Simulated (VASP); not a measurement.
# MnO (Fm-3m) in VASP: notebook

Runs on MnO. Level: revPBE+D3(BJ). Tasks: single point, relaxation of cell and atoms.

Everything below comes from runs of VASP 6.6.1. Logs are shortened: lines on timing, memory, paths and dates and some standing lists are left out, and cuts for length are marked.

## Step 1: The cell of the first run

Symmetry: Fm-3m, No. 225, cubic system. The conventional cell has a = 4.454 Å, b = 4.454 Å, c = 4.454 Å, α = 90.00°, β = 90.00°, γ = 90.00°. Within 2.9 Å of Mn (site symmetry m-3m) lie 6 O at 2.23 Å. Within 2.9 Å of O (site symmetry m-3m) lie 6 Mn at 2.23 Å.

## Step 2: Single point, revPBE+D3(BJ), collinear spin, ferromagnetic start

The input, INCAR:

```
SYSTEM = MnO
ALGO     = Normal         ! electronic algorithm
EDIFF    = 1E-6           ! SCF threshold, eV
ENCUT    = 520            ! plane-wave cutoff, eV
GGA      = RE             ! functional
ISIF     = 2              ! what is computed and relaxed
ISMEAR   = -1             ! smearing method
ISPIN    = 2              ! spin polarisation
IVDW     = 12             ! dispersion correction
LASPH    = .True.         ! aspherical terms in the spheres
LCHARG   = .False.        ! write CHGCAR
LMAXMIX  = 4              ! l up to which the mixer works
LORBIT   = 11             ! projections on sites
LREAL    = .False.        ! projectors in reciprocal space
LWAVE    = .False.        ! write WAVECAR
MAGMOM   = 4 0            ! initial moments
NBANDS   = 20             ! bands
NELM     = 150            ! most SCF steps
PREC     = Accurate       ! precision mode
SIGMA    = 0.05           ! smearing width, eV
```

The input, KPOINTS:

```
k-points
0
Gamma
  10 10 10
  0 0 0
```

The input, POSCAR:

```
MnO
1.0
    0.0000000000      2.2272080301      2.2272080301
    2.2272080301      0.0000000000      2.2272080301
    2.2272080301      2.2272080301      0.0000000000
Mn O
1 1
Direct
    0.0000000000      0.0000000000      0.0000000000
    0.5000000000      0.5000000000      0.5000000000
```

Potentials or basis: VASP PAW PBE potentials, release 64 (Mn_pv, O).

On the command line:

```sh
$ cat potpaw_PBE.64/Mn_pv/POTCAR potpaw_PBE.64/O/POTCAR > POTCAR
$ mpirun -np 1 vasp_std > vasp.out
```

OUTCAR:

```text
SYSTEM = MnO
   EDIFF = 1E-6
   ENCUT = 520
   GGA = RE
   ISIF = 2
   ISMEAR = -1
   ISPIN = 2
   IVDW = 12
   LASPH = .True.
   LORBIT = 11
   LREAL = .False.
   NELM = 150
   PREC = Accurate
 IVDW          = 12

 ion  position               nearest neighbor table
   1  0.000  0.000  0.000-   2 2.23   2 2.23   2 2.23   2 2.23   2 2.23   2 2.23
   2  0.500  0.500  0.500-   1 2.23   1 2.23   1 2.23   1 2.23   1 2.23   1 2.23

  LATTYP: Found a face centered cubic cell.
 ALAT       =     4.4544160602

  Lattice vectors:

 A1 = (   0.0000000000,   2.2272080301,   2.2272080301)
 A2 = (   2.2272080301,   0.0000000000,   2.2272080301)
 A3 = (   2.2272080301,   2.2272080301,   0.0000000000)

Analysis of symmetry for initial positions (statically):
=====================================================================
 Subroutine PRICEL returns:
 Original cell was already a primitive cell.

 Routine SETGRP: Setting up the symmetry group for a
 face centered cubic supercell.

 Subroutine GETGRP returns: Found 48 space group operations
 (whereof 48 operations were pure point group operations)
 out of a pool of 48 trial point group operations.

The static configuration has the point symmetry O_h .

Analysis of symmetry for dynamics (positions and initial velocities):
=====================================================================
 Subroutine PRICEL returns:
 Original cell was already a primitive cell.

 Routine SETGRP: Setting up the symmetry group for a
 face centered cubic supercell.

 Subroutine GETGRP returns: Found 48 space group operations
 (whereof 48 operations were pure point group operations)
 out of a pool of 48 trial point group operations.

The dynamic configuration has the point symmetry O_h .

Analysis of structural, dynamic, and magnetic symmetry:
=====================================================================
 Subroutine PRICEL returns:
 Original cell was already a primitive cell.

 Routine SETGRP: Setting up the symmetry group for a
 face centered cubic supercell.

 Subroutine GETGRP returns: Found 48 space group operations
 (whereof 48 operations were pure point group operations)
 out of a pool of 48 trial point group operations.

The overall configuration has the point symmetry O_h .

 Subroutine INISYM returns: Found 48 space group operations
 (whereof 48 operations are pure point group operations),
 and found     1 'primitive' translations

----------------------------------------------------------------------------------------

                                     Primitive cell

  volume of cell :      22.0959

  direct lattice vectors                    reciprocal lattice vectors
     0.000000000  2.227208030  2.227208030    -0.224496317  0.224496317  0.224496317
     2.227208030  0.000000000  2.227208030     0.224496317 -0.224496317  0.224496317
     2.227208030  2.227208030  0.000000000     0.224496317  0.224496317 -0.224496317

  length of vectors
     3.149747802  3.149747802  3.149747802     0.388839027  0.388839027  0.388839027

  position of ions in fractional coordinates (direct lattice)
     0.000000000  0.000000000  0.000000000
     0.500000000  0.500000000  0.500000000

  ion indices of the primitive-cell ions
   primitive index   ion index
                 1           1
                 2           2

----------------------------------------------------------------------------------------

 KPOINTS: k-points

Automatic generation of k-mesh.
 Grid dimensions read from file:
 generate k-points for:   10   10   10

 Generating k-lattice:

  Cartesian coordinates                     Fractional coordinates (reciprocal lattice)
    -0.022449632  0.022449632  0.022449632     0.100000000  0.000000000  0.000000000
     0.022449632 -0.022449632  0.022449632     0.000000000  0.100000000  0.000000000
     0.022449632  0.022449632 -0.022449632     0.000000000  0.000000000  0.100000000

  Length of vectors
     0.038883903  0.038883903  0.038883903

  Shift w.r.t. Gamma in fractional coordinates (k-lattice)
     0.000000000  0.000000000  0.000000000

 Subroutine IBZKPT returns following result:
 ===========================================

 Found     47 irreducible k-points:

 Following reciprocal coordinates:
            Coordinates               Weight
  0.000000  0.000000  0.000000      1.000000
  0.100000  0.000000  0.000000      8.000000
  0.200000  0.000000  0.000000      8.000000
  0.300000  0.000000  0.000000      8.000000
  0.400000  0.000000  0.000000      8.000000
  0.500000  0.000000  0.000000      4.000000
[... 16 lines left out ...]
  0.300000  0.300000  0.000000      6.000000
  0.400000  0.300000  0.000000     24.000000
 [... further k-points ...]
   k-points           NKPTS =     47   k-points in BZ     NKDIM =     47   number of bands    NBANDS=     20
   number of dos      NEDOS =    301   number of ions     NIONS =      2
   total plane-waves  NPLWV =  13824
   dimension x,y,z NGX =    24 NGY =   24 NGZ =   24
   dimension x,y,z NGXF=    48 NGYF=   48 NGZF=   48
   ions per type =               1   1
   NGX,Y,Z   is equivalent  to a cutoff of  12.67, 12.67, 12.67 a.u.
   NGXF,Y,Z  is equivalent  to a cutoff of  25.33, 25.33, 25.33 a.u.
 SYSTEM =  MnO
   PREC   = accura    normal or accurate (medium, high low for compatibility)
   ISTART =      0    job   : 0-new  1-cont  2-samecut
   ICHARG =      2    charge: 1-file 2-atom 10-const
   ISPIN  =      2    spin polarized calculation?
   LNONCOLLINEAR =      F non collinear calculations
   LSORBIT =      F    spin-orbit coupling
   LASPH  =      T    aspherical Exc in radial PAW
   ENCUT  =  520.0 eV  38.22 Ry    6.18 a.u.   5.86  5.86  5.86*2*pi/ulx,y,z
   NELM   =    150;   NELMIN=  2; NELMDL= -5     # of ELM steps
   EDIFF  = 0.1E-05   stopping-criterion for ELM
   LREAL  =      F    real-space projection
   EDIFFG = 0.1E-04   stopping-criterion for IOM
   NSW    =      0    number of steps for IOM
   IBRION =     -1    ionic relax: 0-MD 1-quasi-New 2-CG
   NFREE  =      0    steps in history (QN), initial steepest desc. (CG)
   ISIF   =      2    stress and relaxation
   ISYM   =      2    0-nonsym 1-usesym 2-fastsym
   POTIM  = 0.5000    time-step for ionic-motion
   TEBEG  =    0.0;   TEEND  =   0.0 temperature during run
   PSTRESS=    0.0 pullay stress
   NELECT =      19.0000    total number of electrons
   NUPDOWN=      -1.0000    fix difference up-down
   EMIN   =  10.00;   EMAX   =-10.00  energy-range for DOS
   EFERMI =   0.00;   METHOD = LEGACY
   ISMEAR =    -1;   SIGMA  =   0.05  broadening in eV -4-tet -1-fermi 0-gaus
   EFERMI_NEDOS =   21; number of points for ismear=-14 and -15
   IALGO  =     38    algorithm
   IMIX   =      4    mixing-type and parameters
     AMIX     =   0.40;   BMIX     =  1.00
     AMIX_MAG =   1.60;   BMIX_MAG =  1.00
  volume/ion in A,a.u.               =      11.05        74.56
  Fermi-wavevector in a.u.,A,eV,Ry     =   1.556761  2.941852 32.973781  2.423505
  Thomas-Fermi vector in A             =   2.660510
   LORBIT       =     11    0 simple, 1 ext, 2 COOP (PROOUT), +10 PAW based schemes
   GGA     = RE    functional components
   LHFCALC =     F    Hartree Fock is set to
   AEXX    =    0.0000 exact exchange contribution
   IVDW    =    12    specifies the selected vdW correction
   LEPSILON=     F    determine dielectric tensor
   LRPA    =     F    only Hartree local field effects (RPA)
 spin polarized calculation
  energy-cutoff  :      520.00
  volume of cell :       22.10
 maximum number of plane-waves:       610
   NGX = 11   NGY = 11   NGZ = 11

 number of electron      18.9999990 magnetization       4.8189569

 Free energy of the ion-electron system (eV)
  ---------------------------------------------------
  ext. energy  EPLUGINS =         0.00000000
  ---------------------------------------------------
  free energy    TOTEN  =       -15.80397638 eV

  energy without entropy =      -15.79747506  energy(sigma->0) =      -15.80072572

 E-fermi :   7.5771     XC(G=0): -11.6665

 val. band max:        7.5657210746   @ k =   0.4000   0.0000   0.0000
 cond. band min:       7.7008725570   @ k =  -0.3000   0.2000   0.0000
 fundamental gap:      0.1351514824
 Fermi energy:         7.5771238914

 spin component 1

 k-point     1 :       0.0000    0.0000    0.0000
  band No.  band energies     occupation
      1     -42.8635      1.00000
      2     -42.8635      1.00000
      3     -42.8635      1.00000
      4     -12.6781      1.00000
      5       3.8908      1.00000
      6       3.8908      1.00000
[... 12 lines left out ...]
     19      27.2615      0.00000
     20      27.2615      0.00000
[... 507 lines left out ...]
 k-point    24 :       0.4000    0.3000    0.0000
  band No.  band energies     occupation
      1     -42.9086      1.00000
      2     -42.8826      1.00000
      3     -42.8809      1.00000
      4     -11.8688      1.00000
      5       0.4848      1.00000
      6       2.3623      1.00000
[... 12 lines left out ...]
     19      32.2175      0.00000
     20      34.0003      0.00000

 [... further k-points ...]

 spin component 2

 k-point     1 :       0.0000    0.0000    0.0000
  band No.  band energies     occupation
      1     -38.1216      1.00000
      2     -38.1216      1.00000
      3     -38.1216      1.00000
      4     -12.2370      1.00000
      5       4.2721      1.00000
      6       4.2721      1.00000
[... 12 lines left out ...]
     19      29.7895      0.00000
     20      29.7896      0.00000
[... 507 lines left out ...]
 k-point    24 :       0.4000    0.3000    0.0000
  band No.  band energies     occupation
      1     -38.1780      1.00000
      2     -38.1451      1.00000
      3     -38.1429      1.00000
      4     -11.4514      1.00000
      5       1.2799      1.00000
      6       3.1562      1.00000
[... 12 lines left out ...]
     19      33.2696      0.00000
     20      35.0875      0.00000

 [... further k-points ...]

------------------------ aborting loop because EDIFF is reached ----------------------------------------

 Edisp (eV)   -1.18396

 E8    (eV) :    -0.7985

  FORCE on cell =-STRESS in cart. coord.  units (eV):
  Direction    XX          YY          ZZ          XY          YZ          ZX
  --------------------------------------------------------------------------------------
  -------------------------------------------------------------------------------------
  Total       0.02270     0.02270     0.02270    -0.00000     0.00000    -0.00000
  in kB       1.64574     1.64574     1.64574    -0.00000     0.00000    -0.00000
  external pressure =        1.65 kB  Pullay stress =        0.00 kB

 VOLUME and BASIS-vectors are now :
 -----------------------------------------------------------------------------
  energy-cutoff  :      520.00
  volume of cell :       22.10
      direct lattice vectors                 reciprocal lattice vectors
     0.000000000  2.227208030  2.227208030    -0.224496317  0.224496317  0.224496317
     2.227208030  0.000000000  2.227208030     0.224496317 -0.224496317  0.224496317
     2.227208030  2.227208030  0.000000000     0.224496317  0.224496317 -0.224496317

 POSITION                                       TOTAL-FORCE (eV/Angst)
 -----------------------------------------------------------------------------------
      0.00000      0.00000      0.00000         0.000000     -0.000000     -0.000000
      2.22721      2.22721      2.22721        -0.000000      0.000000      0.000000
 -----------------------------------------------------------------------------------
    total drift:                                0.000000     -0.000000     -0.000000

  FREE ENERGIE OF THE ION-ELECTRON SYSTEM (eV)
  ---------------------------------------------------
  free  energy   TOTEN  =       -16.9879394653 eV

  energy  without entropy=      -16.9814381474  energy(sigma->0) =      -16.98468881

 total charge

# of ion       s       p       d       tot
------------------------------------------
    1        0.199   6.173   4.968  11.340
    2        1.564   3.423   0.000   4.987
--------------------------------------------------
tot          1.763   9.596   4.968  16.327

 magnetization (x)

# of ion       s       p       d       tot
------------------------------------------
    1        0.034   0.027   4.315   4.376
    2        0.029   0.170   0.000   0.200
--------------------------------------------------
tot          0.063   0.197   4.315   4.576
```

Run time: 55 s. Hardware: 1 thread of Intel Xeon 8259CL, shared host; peak memory 0.18 GiB.

What came out:

```yaml
Free_energy: -16.9879 eV
Pressure: 0.2 GPa
Net_moment: 4.82 μB per cell
Site_moments: Mn +4.38; O +0.20 μB
Valence_electrons_inside_the_program's_atomic_spheres: Mn 11.34; O 4.99
Dispersion_energy_per_atom: -0.592 eV
```

Caveat: the PAW data sets were made with another functional, which shifts forces and pressure a little; a cell with one magnetic atom can't hold antiferromagnetic order, which such compounds often take; semilocal functionals often make such compounds metallic where correlation or magnetic order opens a gap, which also shifts bond lengths. With open d or f shells a metallic result of revPBE can be an artefact of self-interaction; +U or a hybrid may open a gap.

## Step 3: Relaxation of cell and atoms, revPBE+D3(BJ), collinear spin, ferromagnetic start

This run uses another cell than the first one, of 11.00 Å³/atom.

The input, INCAR:

```
  ALGO = Normal
  EDIFF = 1E-7
  EDIFFG = -0.005
  ENCUT = 600
  GGA = RE
  IBRION = 2
  ISIF = 3
  ISMEAR = -1
  ISPIN = 2
  IVDW = 12
  LASPH = True
  LCHARG = False
  LMAXMIX = 4
  LORBIT = 11
  LREAL = False
  LWAVE = False
  MAGMOM = 4 0
  NELM = 150
  NSW = 80
  PREC = Accurate
  SIGMA = 0.05
```

The input, KPOINTS:

```
k-points
0
Gamma
  10 10 10
```

The input, POSCAR:

```
MnO
1.0
    0.0000000000      2.2239077028      2.2239077028
    2.2239077028      0.0000000000      2.2239077028
    2.2239077028      2.2239077028      0.0000000000
Mn O
1 1
Direct
    0.0000000000      0.0000000000      0.0000000000
    0.5000000000      0.5000000000      0.5000000000
```

Potentials or basis: VASP PAW PBE potentials, release 64 (Mn_pv, O).

On the command line:

```sh
$ cat potpaw_PBE.64/Mn_pv/POTCAR potpaw_PBE.64/O/POTCAR > POTCAR
$ mpirun -np 1 vasp_std > vasp.out
```

It took 22 min on 1 thread of Intel Xeon 8259CL, shared host; peak memory 0.23 GiB.

Results (log left out):

* Free energy: -16.9898 eV
* Relaxed volume: 11.05 Å³/atom
* Relaxed cell: a = 3.150 Å, b = 3.150 Å, c = 3.150 Å, α = 60.00°, β = 60.00°, γ = 60.00°
* Space group after relaxing (to 0.1 Å): Fm-3m (No. 225)
* Pressure after relaxing: 0.0 GPa
* Net moment: 4.82 μB per cell
* Site moments: Mn +4.38; O +0.20 μB
* Valence electrons inside the program's atomic spheres: Mn 11.34; O 4.99
* Dispersion energy per atom: -0.592 eV

Final structure:
```yaml
crystal:
  lattice:
    - [0.00000, 2.22721, 2.22721]
    - [2.22721, 0.00000, 2.22721]
    - [2.22721, 2.22721, 0.00000]
  atoms:
    - { symbol: Mn, position: [0.00000, 0.00000, 0.00000] }
    - { symbol: O, position: [0.50000, 0.50000, 0.50000] }
```

Levels at points of the mesh, in eV from the Fermi level:
Spin up:
| k point | band 10 | band 11 | band 12 | band 13 | band 14 | band 15 |
| --- | --- | --- | --- | --- | --- | --- |
| (0.00, 0.00, 0.00) | -3.24 | -2.71 | -2.71 | -0.53 | 13.97 | 16.31 |
| (0.50, 0.00, 0.00) | -1.91 | 0.18 | 0.18 | 3.49 | 7.74 | 11.89 |
| (0.50, 0.50, 0.00) | -2.09 | -2.09 | -1.96 | 5.02 | 7.84 | 10.38 |
Spin down:
```tsv
k point	band 4	band 5	band 6	band 7	band 8	band 9	band 10	band 11
(0.00, 0.00, 0.00)	-19.81	-3.31	-3.31	-3.31	0.88	0.88	0.88	0.90
(0.50, 0.00, 0.00)	-18.89	-7.25	-4.76	-4.76	2.04	2.09	2.09	3.71
(0.50, 0.50, 0.00)	-18.91	-6.33	-4.27	-4.27	-0.68	2.06	2.25	2.52
```

Caveat: the PAW data sets were made with another functional, which shifts forces and pressure a little; a cell with one magnetic atom can't hold antiferromagnetic order, which such compounds often take; semilocal functionals often make such compounds metallic where correlation or magnetic order opens a gap, which also shifts bond lengths.
